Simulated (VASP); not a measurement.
# NaF (I4/mmm) in VASP: further runs, part 2 of 2

VASP 6.6.1. The steps go on from the part before.

**3. Single point, PBE (strain +0.030 along x and y, -0.030 along z)**

INCAR reads:

```
SYSTEM = NaF
PREC = Accurate ; ENCUT = 520
EDIFF = 1E-6 ; ISMEAR = 0
SIGMA = 0.05 ; LREAL = .False.
LASPH = .True. ; NELM = 60
ALGO = Normal ; ISIF = 2
LWAVE = .False. ; LCHARG = .True.
GGA = PE ; LELF = .True.
LVHAR = .True. ; NBANDS = 14
```

KPOINTS reads:

```
regular mesh
0
Gamma
  8 8 8
  0 0 0
```

POSCAR reads:

```
NaF
1.0
    0.0000000000      2.3929990000      2.2536010000
    2.3929990000      0.0000000000      2.2536010000
    2.3929990000      2.3929990000      0.0000000000
Na F
1 1
Direct
    0.0000000000      0.0000000000      0.0000000000
    0.5000000000      0.5000000000      0.5000000000
```

Potentials or basis: VASP PAW PBE potentials, release 64 (Na_pv, F).

Launch:

```sh
cat potpaw_PBE.64/Na_pv/POTCAR potpaw_PBE.64/F/POTCAR > POTCAR
mpirun -np 1 vasp_std > vasp.out
```

OUTCAR:

```text
SYSTEM = NaF
   PREC = Accurate
   ENCUT = 520
   EDIFF = 1E-6
   ISMEAR = 0
   LREAL = .False.
   LASPH = .True.
   NELM = 60
   ISIF = 2
   GGA = PE

 ion  position               nearest neighbor table
   1  0.000  0.000  0.000-   2 2.25   2 2.25
   2  0.500  0.500  0.500-   1 2.25   1 2.25

  LATTYP: Found a body centered tetragonal cell.
 ALAT       =     3.3842116405
 C/A-ratio  =     1.3318321898

  Lattice vectors:

 A1 = (   0.0000000000,  -2.3929990000,  -2.2536010000)
 A2 = (   0.0000000000,   2.3929990000,  -2.2536010000)
 A3 = (   2.3929990000,   0.0000000000,   2.2536010000)

Analysis of symmetry for initial positions (statically):
=====================================================================
 Subroutine PRICEL returns:
 Original cell was already a primitive cell.

 Routine SETGRP: Setting up the symmetry group for a
 body centered tetragonal supercell.

 Subroutine GETGRP returns: Found 16 space group operations
 (whereof 16 operations were pure point group operations)
 out of a pool of 16 trial point group operations.

The static configuration has the point symmetry D_4h.

Analysis of symmetry for dynamics (positions and initial velocities):
=====================================================================
 Subroutine PRICEL returns:
 Original cell was already a primitive cell.

 Routine SETGRP: Setting up the symmetry group for a
 body centered tetragonal supercell.

 Subroutine GETGRP returns: Found 16 space group operations
 (whereof 16 operations were pure point group operations)
 out of a pool of 16 trial point group operations.

The dynamic configuration has the point symmetry D_4h.

 Subroutine INISYM returns: Found 16 space group operations
 (whereof 16 operations are pure point group operations),
 and found     1 'primitive' translations

----------------------------------------------------------------------------------------

                                     Primitive cell

  volume of cell :      25.8102

  direct lattice vectors                    reciprocal lattice vectors
     0.000000000  2.392999000  2.253601000    -0.208942837  0.208942837  0.221867136
     2.392999000  0.000000000  2.253601000     0.208942837 -0.208942837  0.221867136
     2.392999000  2.392999000  0.000000000     0.208942837  0.208942837 -0.221867136

  length of vectors
     3.287120576  3.287120576  3.384211641     0.369512171  0.369512171  0.369512171

  position of ions in fractional coordinates (direct lattice)
     0.000000000  0.000000000  0.000000000
     0.500000000  0.500000000  0.500000000

  ion indices of the primitive-cell ions
   primitive index   ion index
                 1           1
                 2           2

----------------------------------------------------------------------------------------

 KPOINTS: regular mesh

Automatic generation of k-mesh.
 Grid dimensions read from file:
 generate k-points for:    8    8    8

 Generating k-lattice:

  Cartesian coordinates                     Fractional coordinates (reciprocal lattice)
    -0.026117855  0.026117855  0.027733392     0.125000000  0.000000000  0.000000000
     0.026117855 -0.026117855  0.027733392     0.000000000  0.125000000  0.000000000
     0.026117855  0.026117855 -0.027733392     0.000000000  0.000000000  0.125000000

[... 39 lines left out ...]
   number of dos      NEDOS =    301   number of ions     NIONS =      2
   total plane-waves  NPLWV =  16128
   dimension x,y,z NGX =    24 NGY =   24 NGZ =   28
   dimension x,y,z NGXF=    48 NGYF=   48 NGZF=   56
   ions per type =               1   1
   NGX,Y,Z   is equivalent  to a cutoff of  12.14, 12.14, 13.75 a.u.
   NGXF,Y,Z  is equivalent  to a cutoff of  24.28, 24.28, 27.51 a.u.
 SYSTEM =  NaF
   PREC   = accura    normal or accurate (medium, high low for compatibility)
   ISTART =      0    job   : 0-new  1-cont  2-samecut
   ICHARG =      2    charge: 1-file 2-atom 10-const
   ISPIN  =      1    spin polarized calculation?
   LNONCOLLINEAR =      F non collinear calculations
   LSORBIT =      F    spin-orbit coupling
   LASPH  =      T    aspherical Exc in radial PAW
   ENCUT  =  520.0 eV  38.22 Ry    6.18 a.u.   6.11  6.11  6.29*2*pi/ulx,y,z
   NELM   =     60;   NELMIN=  2; NELMDL= -5     # of ELM steps
   EDIFF  = 0.1E-05   stopping-criterion for ELM
   LREAL  =      F    real-space projection
   EDIFFG = 0.1E-04   stopping-criterion for IOM
   NSW    =      0    number of steps for IOM
   IBRION =     -1    ionic relax: 0-MD 1-quasi-New 2-CG
   NFREE  =      0    steps in history (QN), initial steepest desc. (CG)
   ISIF   =      2    stress and relaxation
   ISYM   =      2    0-nonsym 1-usesym 2-fastsym
   POTIM  = 0.5000    time-step for ionic-motion
   TEBEG  =    0.0;   TEEND  =   0.0 temperature during run
   PSTRESS=    0.0 pullay stress
   NELECT =      14.0000    total number of electrons
   NUPDOWN=      -1.0000    fix difference up-down
   EMIN   =  10.00;   EMAX   =-10.00  energy-range for DOS
   EFERMI =   0.00;   METHOD = LEGACY
   ISMEAR =     0;   SIGMA  =   0.05  broadening in eV -4-tet -1-fermi 0-gaus
   EFERMI_NEDOS =   21; number of points for ismear=-14 and -15
   IALGO  =     38    algorithm
   IMIX   =      4    mixing-type and parameters
     AMIX     =   0.40;   BMIX     =  1.00
     AMIX_MAG =   1.60;   BMIX_MAG =  1.00
  volume/ion in A,a.u.               =      12.91        87.09
  Fermi-wavevector in a.u.,A,eV,Ry     =   1.335120  2.523010 24.252987  1.782544
  Thomas-Fermi vector in A             =   2.463848
   LORBIT       =      0    0 simple, 1 ext, 2 COOP (PROOUT), +10 PAW based schemes
   GGA     = PE    functional components
   LHFCALC =     F    Hartree Fock is set to
   AEXX    =    0.0000 exact exchange contribution
   IVDW    =     0    specifies the selected vdW correction
   LEPSILON=     F    determine dielectric tensor
   LRPA    =     F    only Hartree local field effects (RPA)
 non-spin polarized calculation
 Gauss-broadening in eV      SIGMA  =   0.05
  energy-cutoff  :      520.00
  volume of cell :       25.81
 maximum number of plane-waves:       708
   NGX = 13   NGY = 13   NGZ = 13

 number of electron      14.0000000 magnetization

 Free energy of the ion-electron system (eV)
  ---------------------------------------------------
  ext. energy  EPLUGINS =         0.00000000
  ---------------------------------------------------
  free energy    TOTEN  =        -8.55389076 eV

  energy without entropy =       -8.55389076  energy(sigma->0) =       -8.55389076

 E-fermi :  -1.9919     XC(G=0):  -8.9762

 val. band max:       -2.2385475867   @ k =   0.0000   0.0000   0.0000
 cond. band min:       3.8585493320   @ k =   0.0000   0.0000   0.0000
 fundamental gap:      6.0970969188
 Fermi energy:        -1.9919014610

 k-point     1 :       0.0000    0.0000    0.0000
  band No.  band energies     occupation
      1     -21.3588      2.00000
      2     -21.2931      2.00000
      3     -21.2931      2.00000
      4     -21.2723      2.00000
      5      -2.2484      2.00000
      6      -2.2386      2.00000
      7      -2.2385      2.00000
      8       3.8585      0.00000
      9      16.3720      0.00000
     10      16.3720      0.00000
     11      16.7744      0.00000
     12      19.2984      0.00000
     13      20.5612      0.00000
     14      22.2834      0.00000
[... 377 lines left out ...]
      1     -21.8858      2.00000
      2     -21.3122      2.00000
      3     -21.2950      2.00000
      4     -20.6550      2.00000
      5      -3.3931      2.00000
      6      -2.5110      2.00000
      7      -2.4487      2.00000
      8       7.0151      0.00000
      9      11.5796      0.00000
     10      16.2055      0.00000
     11      17.3530      0.00000
     12      18.3141      0.00000
     13      21.5518      0.00000
     14      23.0065      0.00000

 [... further k-points ...]

------------------------ aborting loop because EDIFF is reached ----------------------------------------

  FORCE on cell =-STRESS in cart. coord.  units (eV):
  Direction    XX          YY          ZZ          XY          YZ          ZX
  --------------------------------------------------------------------------------------
  -------------------------------------------------------------------------------------
  Total       -0.1746441     -0.1746441      0.6260841      0.0000000     -0.0000000     -0.0000000
  in kB      -10.8410798    -10.8410798     38.8643332      0.0000000     -0.0000000     -0.0000000
  external PRESSURE =       5.7273912 kB  Pullay stress =       0.0000000 kB

 VOLUME and BASIS-vectors are now :
 -----------------------------------------------------------------------------
  energy-cutoff  :      520.00
  volume of cell :       25.81
      direct lattice vectors                 reciprocal lattice vectors
     0.000000000  2.392999000  2.253601000    -0.208942837  0.208942837  0.221867136
     2.392999000  0.000000000  2.253601000     0.208942837 -0.208942837  0.221867136
     2.392999000  2.392999000  0.000000000     0.208942837  0.208942837 -0.221867136

 POSITION                                       TOTAL-FORCE (eV/Angst)
 -----------------------------------------------------------------------------------
      0.00000      0.00000      0.00000         0.000000     -0.000000      0.000000
      2.39300      2.39300      2.25360        -0.000000      0.000000      0.000000
 -----------------------------------------------------------------------------------
    total drift:                                0.000000     -0.000000      0.000000

  FREE ENERGIE OF THE ION-ELECTRON SYSTEM (eV)
  ---------------------------------------------------
  free  energy   TOTEN  =        -8.5538907562 eV

  energy  without entropy=       -8.5538907562  energy(sigma->0) =       -8.55389076
```

It took 7.4 s on 1 thread of Intel Xeon 6975P-C (Granite Rapids), shared host; peak memory 0.14 GiB.

What came out:

| Quantity | Value |
| --- | --- |
| Free energy | -8.5539 eV |
| Pressure | 0.6 GPa |
| Band gap on the k mesh | 6.10 eV, direct |

Caveat: the cell differs from its parent crystal (strain +0.030 along x and y, -0.030 along z).

**4. Single point, PBE (strain +0.030 along x and y, -0.015 along z)**

INCAR reads:

```
PREC = Accurate ; ENCUT = 520
EDIFF = 1E-7 ; ISMEAR = 0
SIGMA = 0.05 ; LREAL = F
LASPH = T ; NELM = 100
ALGO = Normal ; ISIF = 2
LWAVE = F ; LCHARG = F
GGA = PE ; NBANDS = 14
```

KPOINTS reads:

```
Automatic mesh
0
Gamma
  8 8 8
```

POSCAR reads:

```
NaF
1.0
    0.0000000000      2.3929990000      2.2884505000
    2.3929990000      0.0000000000      2.2884505000
    2.3929990000      2.3929990000      0.0000000000
Na F
1 1
Direct
    0.0000000000      0.0000000000      0.0000000000
    0.5000000000      0.5000000000      0.5000000000
```

Potentials or basis: VASP PAW PBE potentials, release 64 (Na_pv, F).

Launch:

```sh
cat potpaw_PBE.64/Na_pv/POTCAR potpaw_PBE.64/F/POTCAR > POTCAR
mpirun -np 1 vasp_std > vasp.out
```

OUTCAR:

```text
PREC = Accurate
   ENCUT = 520
   EDIFF = 1E-7
   ISMEAR = 0
   LREAL = F
   LASPH = T
   NELM = 100
   ISIF = 2
   GGA = PE

 ion  position               nearest neighbor table
   1  0.000  0.000  0.000-   2 2.29   2 2.29
   2  0.500  0.500  0.500-   1 2.29   1 2.29

  LATTYP: Found a body centered tetragonal cell.
 ALAT       =     3.3842116405
 C/A-ratio  =     1.3524275329

  Lattice vectors:

 A1 = (   0.0000000000,  -2.3929990000,  -2.2884505000)
 A2 = (   0.0000000000,   2.3929990000,  -2.2884505000)
 A3 = (   2.3929990000,   0.0000000000,   2.2884505000)

Analysis of symmetry for initial positions (statically):
=====================================================================
 Subroutine PRICEL returns:
 Original cell was already a primitive cell.

 Routine SETGRP: Setting up the symmetry group for a
 body centered tetragonal supercell.

 Subroutine GETGRP returns: Found 16 space group operations
 (whereof 16 operations were pure point group operations)
 out of a pool of 16 trial point group operations.

The static configuration has the point symmetry D_4h.

Analysis of symmetry for dynamics (positions and initial velocities):
=====================================================================
 Subroutine PRICEL returns:
 Original cell was already a primitive cell.

 Routine SETGRP: Setting up the symmetry group for a
 body centered tetragonal supercell.

 Subroutine GETGRP returns: Found 16 space group operations
 (whereof 16 operations were pure point group operations)
 out of a pool of 16 trial point group operations.

The dynamic configuration has the point symmetry D_4h.

 Subroutine INISYM returns: Found 16 space group operations
 (whereof 16 operations are pure point group operations),
 and found     1 'primitive' translations

----------------------------------------------------------------------------------------

                                     Primitive cell

  volume of cell :      26.2094
[... 119 lines left out ...]
   LRPA    =     F    only Hartree local field effects (RPA)
 non-spin polarized calculation
 Gauss-broadening in eV      SIGMA  =   0.05
  energy-cutoff  :      520.00
  volume of cell :       26.21
 maximum number of plane-waves:       722
 NGX is ok and might be reduce to    28
   NGX = 13   NGY = 13   NGZ = 13

 number of electron      13.9999994 magnetization

 Free energy of the ion-electron system (eV)
  ---------------------------------------------------
  ext. energy  EPLUGINS =         0.00000000
  ---------------------------------------------------
  free energy    TOTEN  =        -8.56162476 eV

  energy without entropy =       -8.56162476  energy(sigma->0) =       -8.56162476

 E-fermi :  -1.9819     XC(G=0):  -8.9063

 val. band max:       -2.3000633231   @ k =   0.0000   0.0000   0.0000
 cond. band min:       3.7217447052   @ k =   0.0000   0.0000   0.0000
 fundamental gap:      6.0218080283
 Fermi energy:        -1.9819383005

 k-point     1 :       0.0000    0.0000    0.0000
  band No.  band energies     occupation
      1     -21.4064      2.00000
      2     -21.4064      2.00000
      3     -21.3943      2.00000
      4     -21.3900      2.00000
      5      -2.3090      2.00000
      6      -2.3001      2.00000
      7      -2.3001      2.00000
      8       3.7217      0.00000
      9      16.2200      0.00000
     10      16.2201      0.00000
     11      16.5171      0.00000
     12      19.0804      0.00000
     13      20.5583      0.00000
     14      21.8222      0.00000
[... 377 lines left out ...]
      1     -21.9454      2.00000
      2     -21.4239      2.00000
      3     -21.4100      2.00000
      4     -20.7514      2.00000
      5      -3.4337      2.00000
      6      -2.5627      2.00000
      7      -2.5079      2.00000
      8       6.8616      0.00000
      9      11.3945      0.00000
     10      16.0592      0.00000
     11      17.0460      0.00000
     12      18.1094      0.00000
     13      21.2794      0.00000
     14      22.6984      0.00000

 [... further k-points ...]

------------------------ aborting loop because EDIFF is reached ----------------------------------------

  FORCE on cell =-STRESS in cart. coord.  units (eV):
  Direction    XX          YY          ZZ          XY          YZ          ZX
  --------------------------------------------------------------------------------------
  -------------------------------------------------------------------------------------
  Total       -0.2287196     -0.2287196      0.3063942      0.0000000     -0.0000000      0.0000000
  in kB      -13.9816190    -13.9816190     18.7298617      0.0000000     -0.0000000      0.0000000
  external PRESSURE =      -3.0777921 kB  Pullay stress =       0.0000000 kB

 VOLUME and BASIS-vectors are now :
 -----------------------------------------------------------------------------
  energy-cutoff  :      520.00
  volume of cell :       26.21
      direct lattice vectors                 reciprocal lattice vectors
     0.000000000  2.392999000  2.288450500    -0.208942837  0.208942837  0.218488449
     2.392999000  0.000000000  2.288450500     0.208942837 -0.208942837  0.218488449
     2.392999000  2.392999000  0.000000000     0.208942837  0.208942837 -0.218488449

 POSITION                                       TOTAL-FORCE (eV/Angst)
 -----------------------------------------------------------------------------------
      0.00000      0.00000      0.00000         0.000000     -0.000000      0.000000
      2.39300      2.39300      2.28845         0.000000      0.000000      0.000000
 -----------------------------------------------------------------------------------
    total drift:                                0.000000      0.000000      0.000000

  FREE ENERGIE OF THE ION-ELECTRON SYSTEM (eV)
  ---------------------------------------------------
  free  energy   TOTEN  =        -8.5616247622 eV

  energy  without entropy=       -8.5616247622  energy(sigma->0) =       -8.56162476
```

OSZICAR:

```text
N       E                     dE             d eps       ncg     rms          rms(c)
DAV:   1     0.109021705145E+03    0.10902E+03   -0.77812E+03  1686   0.119E+03
DAV:   2    -0.398023599189E+01   -0.11300E+03   -0.10536E+03  1844   0.341E+02
DAV:   3    -0.942742158179E+01   -0.54472E+01   -0.54365E+01  2030   0.692E+01
DAV:   4    -0.947144725790E+01   -0.44026E-01   -0.44024E-01  1880   0.670E+00
DAV:   5    -0.947189991612E+01   -0.45266E-03   -0.45266E-03  2036   0.678E-01    0.544E+00
DAV:   6    -0.857097243628E+01    0.90093E+00   -0.32125E+00  1992   0.145E+01    0.187E+00
DAV:   7    -0.855956019613E+01    0.11412E-01   -0.29302E-02  1706   0.203E+00    0.106E+00
DAV:   8    -0.856099602113E+01   -0.14358E-02   -0.31039E-02  1754   0.363E+00    0.154E-01
DAV:   9    -0.856176152774E+01   -0.76551E-03   -0.44230E-03  2066   0.599E-01    0.136E-01
DAV:  10    -0.856162642135E+01    0.13511E-03   -0.90052E-04  1802   0.312E-01    0.130E-02
DAV:  11    -0.856162448077E+01    0.19406E-05   -0.31800E-05  1904   0.878E-02    0.407E-03
DAV:  12    -0.856162506773E+01   -0.58696E-06   -0.16464E-06  1874   0.171E-02    0.211E-03
DAV:  13    -0.856162482044E+01    0.24729E-06   -0.42912E-07  1784   0.567E-03    0.673E-04
DAV:  14    -0.856162476219E+01    0.58254E-07   -0.35962E-08  1336   0.260E-03
   1 F= -.85616248E+01 E0= -.85616248E+01  d E =-.303517E-21
```

stdout:

```text
POSCAR found type information on POSCAR NaF
 POSCAR found :  2 types and       2 ions
 scaLAPACK will be used
 LDA part: xc-table for (Slater+PW92), standard interpolation
 POSCAR, INCAR and KPOINTS ok, starting setup
 FFT: planning ... GRIDC
 FFT: planning ... GRID_SOFT
 FFT: planning ... GRID
 WAVECAR not read
 entering main loop
```

Run time: 14 s. Hardware: 1 thread of Intel Xeon 6975P-C (Granite Rapids), shared host; peak memory 0.15 GiB.

Results:

| Item | Value |
| --- | --- |
| Free energy | -8.5616 eV |
| Pressure | -0.3 GPa |
| Band gap on the k mesh | 6.02 eV, direct |

Caveat: the cell differs from its parent crystal (strain +0.030 along x and y, -0.015 along z).

**5. Summary**

```csv
cell,gap on the mesh (eV),pressure (GPa)
"a = 3.262, b = 3.262, c = 3.335 Å, angles 59.3, 59.3, 61.5°, 2 atoms",6.25,1.9
"a = 3.287, b = 3.287, c = 3.384 Å, angles 59.0, 59.0, 62.0°, 2 atoms",6.10,0.6
"a = 3.311, b = 3.311, c = 3.384 Å, angles 59.3, 59.3, 61.5°, 2 atoms",6.02,-0.3
```

Alike in all rows: task single point; level PBE; potentials or basis VASP PAW PBE potentials, release 64 (Na_pv, F); no spin polarisation; k mesh 8 × 8 × 8; cutoff (eV) 520; smearing gaussian 0.05 eV.

Absolute energies hang on the potentials; compare differences alone.
